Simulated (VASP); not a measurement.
Set up this calculation in VASP 6.6.1, as the native input.

```yaml
Task: single point
Functional: PBE
Potentials_or_basis: VASP PAW PBE potentials, release 64 (Mg)
Cutoff: 520 eV
k_mesh: 5 × 5 × 5
Occupations: fermi-dirac, width 0.1 eV
Spin: no spin polarisation
Dipole_correction: no
Further_INCAR_settings: ALGO = Normal; EDIFF = 1e-07; NBANDS = 18
```

The structure of Mg lies in POSCAR:

```
Mg
1.0
    5.7248203405      0.0000000000      0.0000000000
    0.0000000000      5.7248203405      0.0000000000
    0.0000000000      0.0000000000      5.7248203405
Mg
8
Direct
    1.0000000000      0.0000000000      0.0000000000
    0.5000000000      0.5000000000      0.5000000000
    0.2500000000      1.0000000000      0.5000000000
    0.7500000000      1.0000000000      0.5000000000
    0.5000000000      0.2500000000      1.0000000000
    0.5000000000      0.7500000000      0.0000000000
    0.0000000000      0.5000000000      0.2500000000
    0.0000000000      0.5000000000      0.7500000000
```

These files were run (other wordings do the same):

INCAR

```
PREC = Accurate ; ENCUT = 520
EDIFF = 1E-7 ; ISMEAR = -1
SIGMA = 0.1 ; LREAL = F
LASPH = T ; NELM = 100
ALGO = Normal ; ISIF = 2
LWAVE = F ; LCHARG = T
GGA = PE ; LELF = T
LVHAR = T ; NBANDS = 18
```

KPOINTS

```
regular mesh
0
Gamma
  5 5 5
```

Potentials or basis: VASP PAW PBE potentials, release 64 (Mg).

Launch:

```bash
$ cat potpaw_PBE.64/Mg/POTCAR > POTCAR
$ mpirun -np 1 vasp_std > vasp.out
```

It gave:

The pressure is -0.1 GPa. The band gap on the k mesh is zero (bands 8 and 9 overlap by 2.18 eV).

Run time: 70 s on 1 thread of Intel Xeon 8259CL, with other jobs on the host, peak memory 0.31 GiB.
